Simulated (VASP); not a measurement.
# GaP (F-43m) in VASP: notebook

The runs below take GaP through single point, with PBEsol.

All numbers are computed with VASP 6.6.1; they aren't measurements. Logs are shortened: lines on timing, memory, paths and dates and some standing lists are left out, and cuts for length are marked.

**What was measured.**

From “Stacking defects in GaP nanowires: Electronic structure and optical properties”, 2018, arxiv:1810.01194, for a bulk crystal of GaP at 10 K: band gap 2.34 eV (indirect).

The results are compared with them further down.

## (1) The cell of the first run

Symmetry: F-43m, No. 216, cubic system. Conventional cell: a = 5.462 Å, b = 5.462 Å, c = 5.462 Å, α = 90.00°, β = 90.00°, γ = 90.00°. Within 3.1 Å of Ga (site symmetry -43m) lie 4 P at 2.37 Å. Within 3.1 Å of P (site symmetry -43m) lie 4 Ga at 2.37 Å.

## (2) Single point, PBEsol

Input file INCAR:

```
PREC = Accurate
ENCUT = 520
EDIFF = 1E-6
ISMEAR = 0
SIGMA = 0.05
LREAL = False
LASPH = True
NELM = 60
ALGO = Normal
ISIF = 2
LWAVE = False
LCHARG = False
GGA = PS
NBANDS = 16
```

Input file KPOINTS:

```
Automatic mesh
0
Gamma
  10 10 10
```

Input file POSCAR:

```
GaP
1.0
    0.0000000000      2.7310305136      2.7310305136
    2.7310305136      0.0000000000      2.7310305136
    2.7310305136      2.7310305136      0.0000000000
Ga P
1 1
Direct
    0.0000000000      0.0000000000      0.0000000000
    0.7500000000      0.7500000000      0.7500000000
```

Potentials or basis: VASP PAW PBE potentials, release 64 (Ga_d, P).

Launch:

```console
> cat potpaw_PBE.64/Ga_d/POTCAR potpaw_PBE.64/P/POTCAR > POTCAR
> mpirun -np 1 vasp_std > vasp.out
```

OUTCAR:

```text
PREC = Accurate
   ENCUT = 520
   EDIFF = 1E-6
   ISMEAR = 0
   LREAL = False
   LASPH = True
   NELM = 60
   ISIF = 2
   GGA = PS

 ion  position               nearest neighbor table
   1  0.000  0.000  0.000-   2 2.37   2 2.37   2 2.37   2 2.37
   2  0.750  0.750  0.750-   1 2.37   1 2.37   1 2.37   1 2.37

  LATTYP: Found a face centered cubic cell.
 ALAT       =     5.4620610272

  Lattice vectors:

 A1 = (   0.0000000000,   2.7310305136,   2.7310305136)
 A2 = (   2.7310305136,   0.0000000000,   2.7310305136)
 A3 = (   2.7310305136,   2.7310305136,   0.0000000000)

Analysis of symmetry for initial positions (statically):
=====================================================================
 Subroutine PRICEL returns:
 Original cell was already a primitive cell.

 Routine SETGRP: Setting up the symmetry group for a
 face centered cubic supercell.

 Subroutine GETGRP returns: Found 24 space group operations
 (whereof 24 operations were pure point group operations)
 out of a pool of 48 trial point group operations.

The static configuration has the point symmetry T_d .

Analysis of symmetry for dynamics (positions and initial velocities):
=====================================================================
 Subroutine PRICEL returns:
 Original cell was already a primitive cell.

 Routine SETGRP: Setting up the symmetry group for a
 face centered cubic supercell.

 Subroutine GETGRP returns: Found 24 space group operations
 (whereof 24 operations were pure point group operations)
 out of a pool of 48 trial point group operations.

The dynamic configuration has the point symmetry T_d .

 Subroutine INISYM returns: Found 24 space group operations
 (whereof 24 operations are pure point group operations),
 and found     1 'primitive' translations

----------------------------------------------------------------------------------------

                                     Primitive cell

  volume of cell :      40.7389

  direct lattice vectors                    reciprocal lattice vectors
     0.000000000  2.731030514  2.731030514    -0.183081074  0.183081074  0.183081074
     2.731030514  0.000000000  2.731030514     0.183081074 -0.183081074  0.183081074
     2.731030514  2.731030514  0.000000000     0.183081074  0.183081074 -0.183081074

  length of vectors
     3.862260392  3.862260392  3.862260392     0.317105722  0.317105722  0.317105722

  position of ions in fractional coordinates (direct lattice)
     0.000000000  0.000000000  0.000000000
     0.750000000  0.750000000  0.750000000
[... 72 lines left out ...]
   LNONCOLLINEAR =      F non collinear calculations
   LSORBIT =      F    spin-orbit coupling
   LASPH  =      T    aspherical Exc in radial PAW
   ENCUT  =  520.0 eV  38.22 Ry    6.18 a.u.   7.18  7.18  7.18*2*pi/ulx,y,z
   NELM   =     60;   NELMIN=  2; NELMDL= -5     # of ELM steps
   EDIFF  = 0.1E-05   stopping-criterion for ELM
   LREAL  =      F    real-space projection
   EDIFFG = 0.1E-04   stopping-criterion for IOM
   NSW    =      0    number of steps for IOM
   IBRION =     -1    ionic relax: 0-MD 1-quasi-New 2-CG
   NFREE  =      0    steps in history (QN), initial steepest desc. (CG)
   ISIF   =      2    stress and relaxation
   ISYM   =      2    0-nonsym 1-usesym 2-fastsym
   POTIM  = 0.5000    time-step for ionic-motion
   TEBEG  =    0.0;   TEEND  =   0.0 temperature during run
   PSTRESS=    0.0 pullay stress
   NELECT =      18.0000    total number of electrons
   NUPDOWN=      -1.0000    fix difference up-down
   EMIN   =  10.00;   EMAX   =-10.00  energy-range for DOS
   EFERMI =   0.00;   METHOD = LEGACY
   ISMEAR =     0;   SIGMA  =   0.05  broadening in eV -4-tet -1-fermi 0-gaus
   EFERMI_NEDOS =   21; number of points for ismear=-14 and -15
   IALGO  =     38    algorithm
   IMIX   =      4    mixing-type and parameters
     AMIX     =   0.40;   BMIX     =  1.00
     AMIX_MAG =   1.60;   BMIX_MAG =  1.00
  volume/ion in A,a.u.               =      20.37       137.46
  Fermi-wavevector in a.u.,A,eV,Ry     =   1.246893  2.356286 21.153544  1.554742
  Thomas-Fermi vector in A             =   2.381050
   LORBIT       =      0    0 simple, 1 ext, 2 COOP (PROOUT), +10 PAW based schemes
   GGA     = PS    functional components
   LHFCALC =     F    Hartree Fock is set to
   AEXX    =    0.0000 exact exchange contribution
   IVDW    =     0    specifies the selected vdW correction
   LEPSILON=     F    determine dielectric tensor
   LRPA    =     F    only Hartree local field effects (RPA)
 non-spin polarized calculation
 Gauss-broadening in eV      SIGMA  =   0.05
  energy-cutoff  :      520.00
  volume of cell :       40.74
 maximum number of plane-waves:      1113
 NGX is ok and might be reduce to    30
   NGX = 15   NGY = 15   NGZ = 15

 number of electron      17.9999990 magnetization

 Free energy of the ion-electron system (eV)
  ---------------------------------------------------
  ext. energy  EPLUGINS =         0.00000000
  ---------------------------------------------------
  free energy    TOTEN  =        -9.92140326 eV

  energy without entropy =       -9.92140326  energy(sigma->0) =       -9.92140326

 E-fermi :   4.7303     XC(G=0):  -9.9930

 val. band max:        4.5023892258   @ k =   0.0000   0.0000   0.0000
 cond. band min:       5.9956453686   @ k =   0.4000   0.4000   0.0000
 fundamental gap:      1.4932561429
 Fermi energy:         4.7302784728

 k-point     1 :       0.0000    0.0000    0.0000
  band No.  band energies     occupation
      1     -10.0258      2.00000
      2     -10.0258      2.00000
      3     -10.0258      2.00000
      4      -9.9269      2.00000
      5      -9.9269      2.00000
      6      -7.9734      2.00000
[... 433 lines left out ...]
      3      -9.9764      2.00000
      4      -9.9515      2.00000
      5      -9.9108      2.00000
      6      -5.9950      2.00000
[... 8 lines left out ...]
     15      16.2662      0.00000
     16      18.1093      0.00000

 [... further k-points ...]
[... 5 lines left out ...]
  --------------------------------------------------------------------------------------
  -------------------------------------------------------------------------------------
  Total       -0.2931922     -0.2931922     -0.2931922      0.0000000      0.0000000      0.0000000
  in kB      -11.5306397    -11.5306397    -11.5306397      0.0000000      0.0000000      0.0000000
  external PRESSURE =     -11.5306397 kB  Pullay stress =       0.0000000 kB

 VOLUME and BASIS-vectors are now :
 -----------------------------------------------------------------------------
  energy-cutoff  :      520.00
  volume of cell :       40.74
      direct lattice vectors                 reciprocal lattice vectors
     0.000000000  2.731030514  2.731030514    -0.183081074  0.183081074  0.183081074
     2.731030514  0.000000000  2.731030514     0.183081074 -0.183081074  0.183081074
     2.731030514  2.731030514  0.000000000     0.183081074  0.183081074 -0.183081074

 POSITION                                       TOTAL-FORCE (eV/Angst)
 -----------------------------------------------------------------------------------
      0.00000      0.00000      0.00000         0.000000      0.000000      0.000000
      4.09655      4.09655      4.09655        -0.000000     -0.000000     -0.000000
 -----------------------------------------------------------------------------------
    total drift:                               -0.000001     -0.000001     -0.000000

  FREE ENERGIE OF THE ION-ELECTRON SYSTEM (eV)
  ---------------------------------------------------
  free  energy   TOTEN  =        -9.9214032559 eV

  energy  without entropy=       -9.9214032559  energy(sigma->0) =       -9.92140326
```

OSZICAR:

```text
N       E                     dE             d eps       ncg     rms          rms(c)
DAV:   1     0.789680161811E+02    0.78968E+02   -0.90672E+03  1560   0.160E+03
DAV:   2    -0.391128379951E+01   -0.82879E+02   -0.78793E+02  1720   0.307E+02
DAV:   3    -0.101008683912E+02   -0.61896E+01   -0.61685E+01  1888   0.659E+01
DAV:   4    -0.102009016517E+02   -0.10003E+00   -0.10001E+00  1832   0.894E+00
DAV:   5    -0.102028444952E+02   -0.19428E-02   -0.19428E-02  1920   0.112E+00    0.409E+00
DAV:   6    -0.996131606792E+01    0.24153E+00   -0.35001E-01  2352   0.113E+01    0.259E+00
DAV:   7    -0.992401423544E+01    0.37302E-01   -0.78345E-02  2160   0.216E+00    0.979E-01
DAV:   8    -0.992120107884E+01    0.28132E-02   -0.11625E-02  1800   0.125E+00    0.166E-01
DAV:   9    -0.992135131701E+01   -0.15024E-03   -0.99622E-04  2176   0.435E-01    0.651E-02
DAV:  10    -0.992137644351E+01   -0.25126E-04   -0.60384E-05  2192   0.780E-02    0.290E-02
DAV:  11    -0.992140337021E+01   -0.26927E-04   -0.27852E-05  1744   0.543E-02    0.579E-03
DAV:  12    -0.992140325594E+01    0.11427E-06   -0.94946E-07  1480   0.113E-02
   1 F= -.99214033E+01 E0= -.99214033E+01  d E =-.804842E-13
```

Wall time 18 s (1 thread of Intel Xeon Platinum 8488C (Sapphire Rapids), shared host); peak memory 0.18 GiB.

What came out:

| Quantity | Value |
| --- | --- |
| Free energy | -9.9214 eV |
| Pressure | -1.2 GPa |
| Band gap on the k mesh | 1.49 eV, indirect (least direct gap 1.70 eV) |

Caveat: the PAW data sets were made with another functional, which shifts forces and pressure a little.

## (3) Single point, PBEsol

This run uses another cell than the first one, of 20.68 Å³/atom, 1.015 times its volume.

Input file INCAR:

```
PREC     = Accurate       # precision mode
ENCUT    = 520            # plane-wave cutoff, eV
EDIFF    = 1E-6           # SCF threshold, eV
ISMEAR   = 0              # smearing method
SIGMA    = 0.05           # smearing width, eV
LREAL    = False          # projectors in reciprocal space
LASPH    = True           # aspherical terms in the spheres
NELM     = 80             # most SCF steps
ALGO     = Normal         # electronic algorithm
ISIF     = 2              # what is computed and relaxed
LWAVE    = False          # write WAVECAR
LCHARG   = True           # write CHGCAR
GGA      = PS             # functional
LELF     = True           # ELF
LVHAR    = True         
NBANDS   = 16             # bands
```

Input file KPOINTS:

```
regular mesh
0
Gamma
  10 10 10
```

Input file POSCAR:

```
GaP
1.0
    0.0000000000      2.7447027729      2.7447027729
    2.7447027729      0.0000000000      2.7447027729
    2.7447027729      2.7447027729      0.0000000000
Ga P
1 1
Direct
    0.0000000000      0.0000000000      0.0000000000
    0.7500000000      0.7500000000      0.7500000000
```

Potentials or basis: VASP PAW PBE potentials, release 64 (Ga_d, P).

Launch:

```console
> cat potpaw_PBE.64/Ga_d/POTCAR potpaw_PBE.64/P/POTCAR > POTCAR
> mpirun -np 1 vasp_std > vasp.out
```

It took 18 s on 1 thread of Intel Xeon Platinum 8488C (Sapphire Rapids), shared host; peak memory 0.18 GiB.

Results (log left out):

```yaml
Free_energy: -9.9149 eV
Pressure: -2.3 GPa
Band_gap_on_the_k_mesh: 1.52 eV, indirect (least direct gap 1.58 eV)
```

Levels at points of the mesh, in eV from the valence-band top:
| k point | band 7 | band 8 | band 9 | band 10 | band 11 | band 12 |
| --- | --- | --- | --- | --- | --- | --- |
| (0.00, 0.00, 0.00) | 0.00 | 0.00 | 0.00 | 1.58 | 3.83 | 3.83 |
| (0.50, 0.00, 0.00) | -6.57 | -1.10 | -1.10 | 1.52 | 4.66 | 4.66 |
| (0.50, 0.50, 0.00) | -6.71 | -2.64 | -2.64 | 1.56 | 1.74 | 10.39 |

Caveat: the PAW data sets were made with another functional, which shifts forces and pressure a little.

## (4) How close it comes

Step 2. A measured gap of GaP is 2.34 eV (indirect; 10 K; quoted in “Stacking defects in GaP nanowires: Electronic structure and optical properties”, 2018, arxiv:1810.01194); the calculated 1.49 eV misses it by -0.85 eV. Spin-orbit coupling on Ga is left out. The value is that of PBEsol on a finite k mesh, which can miss the band edges, without temperature or zero-point motion. Semilocal functionals fall short of measured gaps as a rule.

Step 3. Against the measured gap of GaP, 2.34 eV (indirect; 10 K; quoted in “Stacking defects in GaP nanowires: Electronic structure and optical properties”, 2018, arxiv:1810.01194), the calculated 1.52 eV is off by -0.82 eV. Spin-orbit coupling on Ga is left out. The value is that of PBEsol on a finite k mesh, which can miss the band edges, without temperature or zero-point motion. Semilocal functionals fall short of measured gaps as a rule.
